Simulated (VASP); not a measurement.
Wanted: the native input for a VASP 6.6.1 run.

```yaml
Task: single point
Functional: PBE
Potentials_or_basis: VASP PAW PBE potentials, release 64 (Hf_pv, Mo_sv, C)
Cutoff: 520 eV
k_mesh: 4 × 4 × 3
Occupations: fermi-dirac, width 0.04 eV
Spin: no spin polarisation
Dipole_correction: no
Further_INCAR_settings: ALGO = Normal; EDIFF = 1e-07; NBANDS = 24
```

The structure of HfMoC2 lies in POSCAR:

```
HfMoC2
1.0
    3.1914230000      0.0000000000      0.0000000000
    0.0000000000      3.1914230000      0.0000000000
    0.0000000000      0.0000000000      4.4851640000
Hf Mo C
1 1 2
Direct
    0.0000000000      0.0000000000      0.0000000000
    0.5000000000      0.5000000000      0.5000000000
    0.5000000000      0.5000000000      0.0000000000
    0.0000000000      0.0000000000      0.5000000000
```

These files were run (other wordings do the same):

INCAR

```
PREC = Accurate ; ENCUT = 520
EDIFF = 1E-7 ; ISMEAR = -1
SIGMA = 0.04 ; LREAL = False
LASPH = True ; NELM = 60
ALGO = Normal ; ISIF = 2
LWAVE = False ; LCHARG = False
GGA = PE ; NBANDS = 24
```

KPOINTS

```
Automatic mesh
0
Gamma
  4 4 3
```

Potentials or basis: VASP PAW PBE potentials, release 64 (Hf_pv, Mo_sv, C).

Run with:

```bash
$ cat potpaw_PBE.64/Hf_pv/POTCAR potpaw_PBE.64/Mo_sv/POTCAR potpaw_PBE.64/C/POTCAR > POTCAR
$ mpirun -np 1 vasp_std > vasp.out
```

It gave:

```yaml
Pressure: -0.9 GPa
Band_gap_on_the_k_mesh: zero (band 16 reaches 10.13 eV, above the bottom of band 17 at 8.25 eV)
```

Caveat: the k points lie up to 0.49 Å⁻¹ apart; spin-orbit coupling is left out, which moves the levels of the heavy elements.

Wall time 10 s on 1 thread of AMD EPYC 9R45 96-Core Processor (Zen 5) (shared host), peak memory 0.13 GiB.
